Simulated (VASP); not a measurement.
Input of a VASP 6.6.1 run:

INCAR

```
PREC = Accurate ; ENCUT = 520
EDIFF = 1E-6 ; ISMEAR = -1
SIGMA = 0.1 ; LREAL = F
LASPH = T ; NELM = 80
ALGO = Normal ; ISIF = 2
LWAVE = F ; LCHARG = F
GGA = PE ; NBANDS = 10
```

File KPOINTS:

```
Automatic mesh
0
Gamma
  10 10 10
```

File POSCAR:

```
Al
1.0
    0.0000000000      3.0236068398      3.0236068398
    3.0236068398      0.0000000000      3.0236068398
    3.0236068398      3.0236068398      0.0000000000
Al
2
Direct
    0.1250000000      0.1250000000      0.1250000000
    0.8750000000      0.8750000000      0.8750000000
```

Potentials or basis: VASP PAW PBE potentials, release 64 (Al).

Command:

```bash
$ cat potpaw_PBE.64/Al/POTCAR > POTCAR
$ mpirun -np 1 vasp_std > vasp.out
```

Problem. What does it give for the pressure?

Solution. 0.0 GPa.

Problem. What does it give for the band gap on the k mesh?

Solution. Zero (bands 3 and 4 overlap by 3.40 eV).
